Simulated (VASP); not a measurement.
Crystal: KF.

```
K F
1.0
     4.48500    0.00000    0.00000
    -2.24250    3.88413    0.00000
     0.00000    0.00000    5.27130
K F
2 2
Direct
  0.33333 0.66667 0.93750
  0.66667 0.33333 0.43750
  0.33333 0.66667 0.43750
  0.66667 0.33333 0.93750
```

Base run:

```yaml
Program: VASP 6.6.1
Functional: r2SCAN
Potentials_or_basis: VASP PAW PBE potentials, release 64 (K_sv, F)
Cutoff: 520 eV
k_mesh: 6 × 6 × 4
Occupations: gaussian, width 0.01 eV
Spin: no spin polarisation
```

Its results: band gap on the k mesh 5.95 eV, direct; pressure 0.0 GPa.

Question: The run is repeated on the same cell with these changes: functional from r2SCAN to PBE; further incar settings from ALGO = Normal; EDIFF = 1e-06; NBANDS = 24 to ALGO = Normal; EDIFF = 1e-07; NBANDS = 24. What comes out?

Answer: Band gap on the k mesh 5.37 eV, direct; pressure 1.3 GPa.

Caveats: the PAW data sets were made with another functional, which shifts forces and pressure a little (some runs).

A k mesh can miss the band edges.
